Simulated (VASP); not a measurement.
# Te (P6_3/mmc) in VASP: a series of runs

The runs below take Te through relaxation of cell and atoms, with PBEsol.

Program: VASP 6.6.1. These are calculated values, not measurements. Logs are shortened: lines on timing, memory, paths and dates and some standing lists are left out, and cuts for length are marked.

## 1. The cell of the first run

The structure is hexagonal, space group P6_3/mmc (No. 194). Conventional cell: a = 3.167 Å, b = 3.167 Å, c = 5.131 Å, α = 90.00°, β = 90.00°, γ = 120.00°. Te (site symmetry -6m2) has 12 Te at 3.15 to 3.17 Å within 4.1 Å.

This isn't the form of Te at room conditions, which is trigonal, of chains.

## 2. Relaxation of cell and atoms, PBEsol, target pressure 20 GPa, at which the enthalpy is minimised

Input file INCAR:

```
  PREC = Accurate
  ENCUT = 600
  EDIFF = 1E-6
  ISMEAR = -1
  SIGMA = 0.1
  LREAL = False
  LASPH = True
  NELM = 100
  ALGO = Normal
  ISIF = 3
  LWAVE = False
  LCHARG = False
  GGA = PS
  IBRION = 2
  NSW = 60
  EDIFFG = -0.005
  PSTRESS = 200.0
```

Input file KPOINTS:

```
regular mesh
0
Gamma
  14 14 8
```

Input file POSCAR:

```
Te
1.0
    3.1673905813      0.0000000000      0.0000000000
   -1.5836952906      2.7430407071      0.0000000000
    0.0000000000      0.0000000000      5.1311727417
Te
2
Direct
    0.3333333333      0.6666666667      0.2500000000
    0.6666666667      0.3333333333      0.7500000000
```

Potentials or basis: VASP PAW PBE potentials, release 64 (Te).

Launch:

```
$ cat potpaw_PBE.64/Te/POTCAR > POTCAR
$ mpirun -np 1 vasp_std > vasp.out
```

OUTCAR:

```text
PREC = Accurate
   ENCUT = 600
   EDIFF = 1E-6
   ISMEAR = -1
   LREAL = False
   LASPH = True
   NELM = 100
   ISIF = 3
   GGA = PS
   IBRION = 2
   NSW = 60
   EDIFFG = -0.005
   PSTRESS = 200.0

 ion  position               nearest neighbor table
   1  0.333  0.667  0.250-   2 3.15   2 3.15   2 3.15   2 3.15   2 3.15   2 3.15
   2  0.667  0.333  0.750-   1 3.15   1 3.15   1 3.15   1 3.15   1 3.15   1 3.15

  LATTYP: Found a hexagonal cell.
 ALAT       =     3.1673905813
 C/A-ratio  =     1.6200000000

  Lattice vectors:

 A1 = (   3.1673905813,   0.0000000000,   0.0000000000)
 A2 = (  -1.5836952906,   2.7430407071,   0.0000000000)
 A3 = (   0.0000000000,   0.0000000000,   5.1311727417)

Analysis of symmetry for initial positions (statically):
=====================================================================
 Subroutine PRICEL returns:
 Original cell was already a primitive cell.

 Routine SETGRP: Setting up the symmetry group for a
 hexagonal supercell.

 Subroutine GETGRP returns: Found 24 space group operations
 (whereof 12 operations were pure point group operations)
 out of a pool of 24 trial point group operations.

The static configuration has the point symmetry D_3d.
 The point group associated with its full space group is D_6h.

Analysis of symmetry for dynamics (positions and initial velocities):
=====================================================================
 Subroutine PRICEL returns:
 Original cell was already a primitive cell.

 Routine SETGRP: Setting up the symmetry group for a
 hexagonal supercell.

 Subroutine GETGRP returns: Found 24 space group operations
 (whereof 12 operations were pure point group operations)
 out of a pool of 24 trial point group operations.

The dynamic configuration has the point symmetry D_3d.
 The point group associated with its full space group is D_6h.

 Subroutine INISYM returns: Found 24 space group operations
 (whereof 12 operations are pure point group operations),
 and found     1 'primitive' translations

----------------------------------------------------------------------------------------

                                     Primitive cell

  volume of cell :      44.5811

  direct lattice vectors                    reciprocal lattice vectors
     3.167390581  0.000000000  0.000000000     0.315717299  0.182279468  0.000000000
    -1.583695291  2.743040707  0.000000000     0.000000000  0.364558935  0.000000000
     0.000000000  0.000000000  5.131172742     0.000000000  0.000000000  0.194887222

  length of vectors
     3.167390581  3.167390581  5.131172742     0.364558935  0.364558935  0.194887222

  position of ions in fractional coordinates (direct lattice)
     0.333333333  0.666666667  0.250000000
     0.666666667  0.333333333  0.750000000

  ion indices of the primitive-cell ions
   primitive index   ion index
                 1           1
                 2           2

----------------------------------------------------------------------------------------

 KPOINTS: regular mesh

Automatic generation of k-mesh.
 Grid dimensions read from file:
 generate k-points for:   14   14    8

 Generating k-lattice:

  Cartesian coordinates                     Fractional coordinates (reciprocal lattice)
     0.022551236  0.013019962  0.000000000     0.071428571  0.000000000  0.000000000
     0.000000000  0.026039924  0.000000000     0.000000000  0.071428571  0.000000000
     0.000000000  0.000000000  0.024360903     0.000000000  0.000000000  0.125000000

  Length of vectors
     0.026039924  0.026039924  0.024360903

  Shift w.r.t. Gamma in fractional coordinates (k-lattice)
     0.000000000  0.000000000  0.000000000

 Subroutine IBZKPT returns following result:
 ===========================================

 Found    120 irreducible k-points:

 Following reciprocal coordinates:
            Coordinates               Weight
  0.000000  0.000000  0.000000      1.000000
  0.071429  0.000000  0.000000      6.000000
  0.142857  0.000000  0.000000      6.000000
  0.214286  0.000000  0.000000      6.000000
  0.285714  0.000000  0.000000      6.000000
  0.357143  0.000000  0.000000      6.000000
[... 16 lines left out ...]
  0.285714  0.285714  0.000000      6.000000
  0.357143  0.285714  0.000000      6.000000
 [... further k-points ...]
   k-points           NKPTS =    120   k-points in BZ     NKDIM =    120   number of bands    NBANDS=     10
   number of dos      NEDOS =    301   number of ions     NIONS =      2
   total plane-waves  NPLWV =  32928
   dimension x,y,z NGX =    28 NGY =   28 NGZ =   42
   dimension x,y,z NGXF=    56 NGYF=   56 NGZF=   84
   ions per type =               2
   NGX,Y,Z   is equivalent  to a cutoff of  14.70, 14.70, 13.61 a.u.
   NGXF,Y,Z  is equivalent  to a cutoff of  29.39, 29.39, 27.22 a.u.
 SYSTEM =  unknown system
   PREC   = accura    normal or accurate (medium, high low for compatibility)
   ISTART =      0    job   : 0-new  1-cont  2-samecut
   ICHARG =      2    charge: 1-file 2-atom 10-const
   ISPIN  =      1    spin polarized calculation?
   LNONCOLLINEAR =      F non collinear calculations
   LSORBIT =      F    spin-orbit coupling
   LASPH  =      T    aspherical Exc in radial PAW
   ENCUT  =  600.0 eV  44.10 Ry    6.64 a.u.   6.33  6.33 10.25*2*pi/ulx,y,z
   NELM   =    100;   NELMIN=  2; NELMDL= -5     # of ELM steps
   EDIFF  = 0.1E-05   stopping-criterion for ELM
   LREAL  =      F    real-space projection
   EDIFFG = -.5E-02   stopping-criterion for IOM
   NSW    =     60    number of steps for IOM
   IBRION =      2    ionic relax: 0-MD 1-quasi-New 2-CG
   NFREE  =      1    steps in history (QN), initial steepest desc. (CG)
   ISIF   =      3    stress and relaxation
   ISYM   =      2    0-nonsym 1-usesym 2-fastsym
   POTIM  = 0.5000    time-step for ionic-motion
   TEBEG  =    0.0;   TEEND  =   0.0 temperature during run
   PSTRESS=  200.0 pullay stress
   NELECT =      12.0000    total number of electrons
   NUPDOWN=      -1.0000    fix difference up-down
   EMIN   =  10.00;   EMAX   =-10.00  energy-range for DOS
   EFERMI =   0.00;   METHOD = LEGACY
   ISMEAR =    -1;   SIGMA  =   0.10  broadening in eV -4-tet -1-fermi 0-gaus
   EFERMI_NEDOS =   21; number of points for ismear=-14 and -15
   IALGO  =     38    algorithm
   IMIX   =      4    mixing-type and parameters
     AMIX     =   0.40;   BMIX     =  1.00
     AMIX_MAG =   1.60;   BMIX_MAG =  1.00
  volume/ion in A,a.u.               =      22.29       150.42
  Fermi-wavevector in a.u.,A,eV,Ry     =   1.057025  1.997487 15.201802  1.117301
  Thomas-Fermi vector in A             =   2.192282
   LORBIT       =      0    0 simple, 1 ext, 2 COOP (PROOUT), +10 PAW based schemes
   GGA     = PS    functional components
   LHFCALC =     F    Hartree Fock is set to
   AEXX    =    0.0000 exact exchange contribution
   IVDW    =     0    specifies the selected vdW correction
   LEPSILON=     F    determine dielectric tensor
   LRPA    =     F    only Hartree local field effects (RPA)
 conjugate gradient relaxation of ions
 non-spin polarized calculation
  energy-cutoff  :      600.00
  volume of cell :       44.58
 maximum number of plane-waves:      1520
 NGX is ok and might be reduce to    28
   NGX = 13   NGY = 13   NGZ = 21

--------------------------------------- Ionic step        1  -------------------------------------------

 number of electron      12.0000000 magnetization

 Free energy of the ion-electron system (eV)
  ---------------------------------------------------
  ext. energy  EPLUGINS =         0.00000000
  ---------------------------------------------------
  free energy    TOTEN  =        -5.98896934 eV

  energy without entropy =       -5.94758053  energy(sigma->0) =       -5.96827493

------------------------ aborting loop because EDIFF is reached ----------------------------------------

  FORCE on cell =-STRESS in cart. coord.  units (eV):
  Direction    XX          YY          ZZ          XY          YZ          ZX
  --------------------------------------------------------------------------------------
  -------------------------------------------------------------------------------------
  Total        5.8792601      5.8792601      4.0066465      0.0000000      0.0000000      0.0000000
  in kB      211.2918495    211.2918495    143.9929086      0.0000000      0.0000000      0.0000000
  external PRESSURE =     -11.1411308 kB  Pullay stress =     200.0000000 kB
[... 97 lines left out ...]
  energy  without entropy=       -5.8199889252  energy(sigma->0) =       -5.83589646

  enthalpy is  TOTEN    =        -0.4839546928 eV   P V=        5.3678493104

[... ionic steps 4 to 25 ...]

--------------------------------------- Ionic step       26  -------------------------------------------

 number of electron      12.0000000 magnetization

------------------------ aborting loop because EDIFF is reached ----------------------------------------
[... 71 lines left out ...]
--------------------------------------- Ionic step       28  -------------------------------------------

 number of electron      12.0000000 magnetization

 Free energy of the ion-electron system (eV)
  ---------------------------------------------------
  ext. energy  EPLUGINS =         0.00000000
  ---------------------------------------------------
  free energy    TOTEN  =        -6.09764726 eV

  energy without entropy =       -6.06219455  energy(sigma->0) =       -6.07992090

 E-fermi :  11.4679     XC(G=0): -11.2712

 val. band max:       11.4612375322   @ k =   0.2857   0.1429   0.0000
 cond. band min:      11.4684399270   @ k =   0.0714   0.0714   0.2500
 fundamental gap:      0.0072023948
 Fermi energy:        11.4679112714

 k-point     1 :       0.0000    0.0000    0.0000
  band No.  band energies     occupation
      1      -4.7494      2.00000
      2       1.0903      2.00000
      3       3.7034      2.00000
      4      12.1639      0.00190
      5      12.1639      0.00190
      6      14.6492      0.00000
      7      14.6492      0.00000
      8      16.8285      0.00000
      9      17.3723      0.00000
     10      19.2446      0.00000
[... 287 lines left out ...]
 k-point    24 :       0.3571    0.2857    0.0000
  band No.  band energies     occupation
      1      -0.2718      2.00000
      2       0.3543      2.00000
      3       4.7679      2.00000
      4       8.0322      2.00000
      5       8.3736      2.00000
      6       8.4930      2.00000
      7       9.1873      2.00000
      8      10.1906      1.99999
      9      14.5214      0.00000
     10      20.4544      0.00000

 [... further k-points ...]

------------------------ aborting loop because EDIFF is reached ----------------------------------------

  FORCE on cell =-STRESS in cart. coord.  units (eV):
  Direction    XX          YY          ZZ          XY          YZ          ZX
  --------------------------------------------------------------------------------------
  -------------------------------------------------------------------------------------
  Total        5.5753823      5.5753823      5.5729954      0.0000000      0.0000000      0.0000000
  in kB      199.8931231    199.8931231    199.8075447      0.0000000      0.0000000      0.0000000
  external PRESSURE =      -0.1354030 kB  Pullay stress =     200.0000000 kB
[... 21 lines left out ...]
  energy  without entropy=       -6.0621945493  energy(sigma->0) =       -6.07992090

  enthalpy is  TOTEN    =        -0.5192839768 eV   P V=        5.5783632784

 reached required accuracy - stopping structural energy minimisation
```

Wall time 11 min (1 thread of Oxide Virtual Turin-like, shared host); peak memory 0.19 GiB.

What came out:

```yaml
Free_energy: -6.0976 eV
Relaxed_volume: 22.34 Å³/atom
Relaxed_cell: a = 3.311 Å, b = 3.311 Å, c = 4.708 Å, α = 90.00°, β = 90.00°, γ = 120.00°
Space_group_after_relaxing_to_0.1_Å: P6_3/mmc (No. 194)
Energy_change_on_relaxing_the_run_minimises_the_enthalpy: -54.3 meV/atom
Ionic_steps: 28
Pressure_after_relaxing: 20.0 GPa
Band_gap_on_the_k_mesh: zero (bands 6 and 7 overlap by 5.46 eV)
```

Step by step:
```csv
step,energy change (eV),largest force (eV/Å),pressure (GPa),volume (Å³)
1,0.0000,0.0000,18.89,44.58
2,0.0760,0.0000,22.35,43.56
3,0.1372,0.0000,24.72,43.00
4,0.0768,0.0000,23.78,43.35
5,0.0129,0.0000,22.84,43.78
6,-0.0851,0.0000,21.59,44.57
7,-0.0463,0.0000,22.04,44.23
8,-0.0373,0.0000,22.15,44.15
9,-0.0938,0.0000,20.48,44.57
10,-0.1116,0.0000,19.93,44.71
11,-0.1101,0.0000,19.95,44.70
12,-0.1079,0.0000,20.04,44.68
13,-0.1080,0.0000,20.04,44.68
14,-0.1082,0.0000,20.04,44.68
15,-0.1083,0.0000,20.03,44.68
16,-0.1083,0.0000,20.03,44.68
17,-0.1084,0.0000,20.03,44.69
18,-0.1086,0.0000,20.03,44.69
19,-0.1090,0.0000,20.02,44.69
20,-0.1098,0.0000,20.00,44.70
21,-0.1115,0.0000,19.95,44.71
22,-0.1105,0.0000,19.95,44.70
23,-0.1102,0.0000,19.97,44.70
24,-0.1101,0.0000,19.98,44.70
25,-0.1100,0.0000,19.98,44.70
26,-0.1098,0.0000,19.97,44.70
27,-0.1094,0.0000,19.97,44.69
28,-0.1087,0.0000,19.99,44.69
```

Final structure:
```yaml
crystal:
  lattice:
    - [3.31074, 0.00000, 0.00000]
    - [-1.65537, 2.86718, 0.00000]
    - [0.00000, 0.00000, 4.70769]
  atoms:
    - { symbol: Te, position: [0.33333, 0.66667, 0.25000] }
    - { symbol: Te, position: [0.66667, 0.33333, 0.75000] }
```

Caveat: the cell is relaxed towards a set pressure, so the run minimises the enthalpy, not the energy; the PAW data sets were made with another functional, which shifts forces and pressure a little; spin-orbit coupling is left out, which moves the levels of the heavy elements.

(Part 1 of 2 ends here.)

The gap in the log of VASP goes by the Fermi energy; the results here count the filled bands.